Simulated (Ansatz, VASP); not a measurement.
CoO: VASP beside Ansatz

Contents of INCAR:

```
PREC     = Accurate       # precision mode
ENCUT    = 520            # plane-wave cutoff, eV
EDIFF    = 1E-7           # SCF threshold, eV
ISMEAR   = -1             # smearing method
SIGMA    = 0.02           # smearing width, eV
LREAL    = False          # projectors in reciprocal space
LASPH    = True           # aspherical terms in the spheres
NELM     = 150            # most SCF steps
ALGO     = Normal         # electronic algorithm
ISIF     = 2              # what is computed and relaxed
LWAVE    = False          # write WAVECAR
LCHARG   = False          # write CHGCAR
ISPIN    = 2              # spin polarisation
MAGMOM   = 3 0            # initial moments
LORBIT   = 11             # projections on sites
LMAXMIX  = 4              # l up to which the mixer works
LDAU     = True           # DFT+U
LDAUTYPE = 2            
LDAUL    = 2 -1           # shell
LDAUU    = 4.8 0          # U, eV
LDAUJ    = 0 0          
LDAUPRINT= 1            
GGA      = PE             # functional
NBANDS   = 18             # bands
```

KPOINTS

```
Automatic mesh
0
Gamma
  9 9 9
```

The input POSCAR:

```
CoO
1.0
    0.0000000000      2.1315000000      2.1315000000
    2.1315000000      0.0000000000      2.1315000000
    2.1315000000      2.1315000000      0.0000000000
Co O
1 1
Direct
    0.0000000000      0.0000000000      0.0000000000
    0.5000000000      0.5000000000      0.5000000000
```

Input for Ansatz:

```yaml
crystal:
  lattice:
    - [0.0, 2.1315, 2.1315]
    - [2.1315, 0.0, 2.1315]
    - [2.1315, 2.1315, 0.0]
  atoms:
    - { symbol: Co, position: [0.0, 0.0, 0.0], spin: 3.0 }
    - { symbol: O, position: [0.5, 0.5, 0.5] }
magnetization:
  spin_polarized: true
hamiltonian:
  xc: pbe
  pseudopotentials: { kind: paw }
  hubbard: { sites: [{ species: Co, l: d, u_eff: 4.8 }] }
basis:
  ecutwfc: 420
kpoints:
  mp_grid: { grid: [9, 9, 9] }
scf:
  occupations: { method: fermi_dirac, width: 0.02 }
  lower_state_search: "off"
output:
  forces: true
  stress: true
  write_density: true
  write_potential: true
  elf: true
  volumetric_format: npy
```

Alike in both runs: task single point; functional PBE; k mesh 9 × 9 × 9; occupations fermi-dirac, width 0.02 eV; collinear spin; Hubbard terms Co d U = 4.8 eV.

|  | VASP | Ansatz |
| --- | --- | --- |
| version | VASP 6.6.1 | Ansatz 0.2.0 |
| potentials or method | VASP PAW PBE potentials, release 64 (Co, O), cutoff 520 eV | PAW, plane waves, scalar-relativistic |
| valence electrons in the cell | 15 | 23 |

|  | VASP | Ansatz | Ansatz less VASP |
| --- | --- | --- | --- |
| pressure (GPa) | -2.4 | 1.9 | +4.24 |
| net moment per atom (μB) | 1.50 | 1.36 | -0.136 |
| size of the moment on the site where the two differ most (μB) | 2.77 | 2.44 | -0.325 |

The net moments are unlike, so the other rows may belong to different states. Site moments also hang on the region over which each program counts them. The programs project onto different local orbitals, so the same U acts differently, and such runs can settle in different states. VASP's potentials hold 15 valence electrons a cell and Ansatz's 23, so a difference there can come from the potentials and not from the codes. Ansatz's warnings: filled band counts differ across k points.
